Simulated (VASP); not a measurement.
KZrN:

```
K Zr N
1.0
     3.85600    0.00000    0.00000
     0.00000    3.85600    0.00000
     0.00000    0.00000    3.92750
K Zr N
1 1 1
Cartesian
  0.0000 0.0000 0.0000
  1.9280 1.9280 1.9637
  1.9280 1.9280 0.0000
```

| Property | Result |
| --- | --- |
| Program | VASP 6.6.1 |
| Task | relaxation of cell and atoms |
| Functional | PBE |
| Potentials or basis | VASP PAW PBE potentials, release 64 (K_sv, Zr_sv, N) |
| Cutoff | 600 eV |
| k mesh | 4 × 4 × 4 |
| Occupations | gaussian, width 0.1 eV |
| Spin | no spin polarisation |

At the start: pressure 17.9 GPa; volume 19.47 Å³/atom.

Where does the relaxation end?

Over 10 steps the energy falls by 225.7 meV/atom and the volume is 24.83 Å³/atom (+27.5 %); space group P4/mmm (No. 123, to 0.05 Å).

The path:
| step | energy change (eV) | largest force (eV/Å) | pressure (GPa) | volume (Å³) |
| --- | --- | --- | --- | --- |
| 1 | 0.0000 | 0.0000 | 17.92 | 58.40 |
| 2 | 0.1731 | 0.0000 | -9.35 | 78.43 |
| 3 | -0.5548 | 0.0000 | 1.21 | 66.83 |
| 4 | -0.5564 | 0.0000 | 1.93 | 66.36 |
| 5 | -0.6401 | 0.0000 | 1.05 | 69.59 |
| 6 | -0.6749 | 0.0000 | 0.56 | 73.11 |
| 7 | -0.6760 | 0.0000 | 0.49 | 73.86 |
| 8 | -0.6760 | 0.0000 | 0.49 | 74.01 |
| 9 | -0.6739 | 0.0000 | -0.86 | 75.33 |
| 10 | -0.6770 | 0.0000 | 0.00 | 74.48 |

Final structure:
```cif
data_structure
_symmetry_space_group_name_H-M 'P 1'
_symmetry_Int_Tables_number 1
_cell_length_a 4.2244
_cell_length_b 4.2244
_cell_length_c 4.1739
_cell_angle_alpha 90.000
_cell_angle_beta 90.000
_cell_angle_gamma 90.000
_cell_volume 74.48
loop_
_atom_site_label
_atom_site_type_symbol
_atom_site_fract_x
_atom_site_fract_y
_atom_site_fract_z
_atom_site_occupancy
K1 K 0.00000 0.00000 0.00000 1
Zr1 Zr 0.50000 0.50000 0.50000 1
N1 N 0.50000 0.50000 0.00000 1
```

Caveat: the k points lie up to 0.38 Å⁻¹ apart in the final cell; the volume moved by over 15 % at a fixed basis, so the end points are rough.
